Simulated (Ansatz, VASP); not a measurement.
## One calculation of ZnCd3O, two programs

```
Zn Cd O
1.0
     5.01673    0.00000    0.00000
     0.00000    5.01673    0.00000
     0.00000    0.00000    5.01673
Zn Cd O
1 3 1
Cartesian
  2.5084 2.5084 2.5084
  0.0000 2.5084 2.5084
  2.5084 0.0000 2.5084
  2.5084 2.5084 0.0000
  0.0000 0.0000 0.0000
```

Alike in both runs: functional PBE; k mesh 4 × 4 × 4; occupations gaussian, width 0.1 eV; collinear spin.

Ansatz relaxed the structure, and its values are those at the end. VASP's run is a single point on that final structure, the one shown.

```csv
,VASP,Ansatz
version,VASP 6.6.1,Ansatz 0.2.0
potentials or method,"VASP PAW PBE potentials, release 64 (Zn, Cd, O), cutoff 520 eV","scalar-relativistic, plane waves, PAW"
valence electrons in the cell,54,78
```

Ansatz gave:

| Property | Result |
| --- | --- |
| gap on the k mesh at the Fermi level (eV) | none |
| pressure (GPa) | 0.1 |
| net moment per atom (μB) | 0.21 |
| size of the moment on the site where the two differ most (μB) | 0.99 |

Problem. What did VASP give for the same quantities?

Solution. gap on the k mesh at the Fermi level (eV): none; pressure (GPa): 0.0; net moment per atom (μB): 0.00; size of the moment on the site where the two differ most (μB): 0.00.

The net moments are unlike, so the other rows may belong to different states. Site moments also hang on the region over which each program counts them. A gap of «none» marks a metal or a gap that the smearing closes. VASP's potentials hold 54 valence electrons a cell and Ansatz's 78, so a difference there can come from the potentials and not from the codes.
